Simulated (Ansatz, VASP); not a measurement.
**Two plane-wave programs on Pd**

File INCAR:

```
SYSTEM = Pd
PREC     = Accurate       ! precision mode
ENCUT    = 520            ! plane-wave cutoff, eV
EDIFF    = 1E-6           ! SCF threshold, eV
ISMEAR   = -1             ! smearing method
SIGMA    = 0.05           ! smearing width, eV
LREAL    = .False.        ! projectors in reciprocal space
LASPH    = .True.         ! aspherical terms in the spheres
NELM     = 100            ! most SCF steps
ALGO     = Normal         ! electronic algorithm
ISIF     = 2              ! what is computed and relaxed
LWAVE    = .False.        ! write WAVECAR
LCHARG   = .False.        ! write CHGCAR
GGA      = PE             ! functional
NBANDS   = 11             ! bands
```

The input KPOINTS:

```
Automatic mesh
0
Gamma
  10 10 10
  0 0 0
```

POSCAR

```
Pd
1.0
    0.0000000000      1.9854300000      1.9465000000
    1.9854300000      0.0000000000      1.9465000000
    1.9854300000      1.9854300000      0.0000000000
Pd
1
Direct
    0.0000000000      0.0000000000      0.0000000000
```

File input.yaml:

```yaml
crystal:
  lattice:
    - [0.0, 1.98543, 1.9465]
    - [1.98543, 0.0, 1.9465]
    - [1.98543, 1.98543, 0.0]
  atoms:
    - { symbol: Pd, position: [0.0, 0.0, 0.0] }
hamiltonian:
  xc: pbe
  pseudopotentials: { kind: paw }
kpoints:
  mp_grid: { grid: [10, 10, 10] }
  band_path:
    path:
      - [[0.0, 0.0, 0.0], [0.0, 0.5, 0.5], [0.2601, 0.5, 0.7601], [0.38005, 0.38005, 0.7601], [0.0, 0.0, 0.0], [-0.5, -0.5, 0.0], [-0.38005, -0.38005, 0.2399], [0.0, 0.0, 0.5], [-0.25, 0.25, 0.5], [-0.5, -0.2601, 0.2399], [-0.5, -0.5, 0.0]]
      - [[0.0, 0.5, 0.5], [-0.25, 0.25, 0.5]]
    npoints: 14
scf:
  occupations: { method: fermi_dirac, width: 0.05 }
  n_extra_bands: 6
output:
  forces: true
  stress: true
  eigenvalues: true
  fatbands: false
  write_density: true
  write_potential: true
  elf: true
  volumetric_format: npy
```

Alike in both runs: functional PBE; k mesh 10 × 10 × 10; occupations fermi-dirac, width 0.05 eV; no spin polarisation.

|  | VASP | Ansatz |
| --- | --- | --- |
| version | VASP 6.6.1 | Ansatz 0.2.0 |
| potentials or method | VASP PAW PBE potentials, release 64 (Pd) | Ansatz PAW |
| plane-wave cutoff (eV) | 520 | 420 |
| valence electrons in the cell | 10 | 18 |
| task | single point | band structure |

Ansatz gave:

* gap on the k mesh at the Fermi level (eV): none
* pressure (GPa): -0.4
* traceless stress, the component that is largest in VASP (GPa): 0.65

Estimate VASP's values.

gap on the k mesh at the Fermi level (eV): none; pressure (GPa): -0.7; traceless stress, the component that is largest in VASP (GPa): 0.65.

A gap of «none» marks a metal or a gap that the smearing closes. The functional is the same, so the differences come from potentials, cutoffs and numerics. VASP's potentials hold 10 valence electrons a cell and Ansatz's 18, so a difference there can come from the potentials and not from the codes.
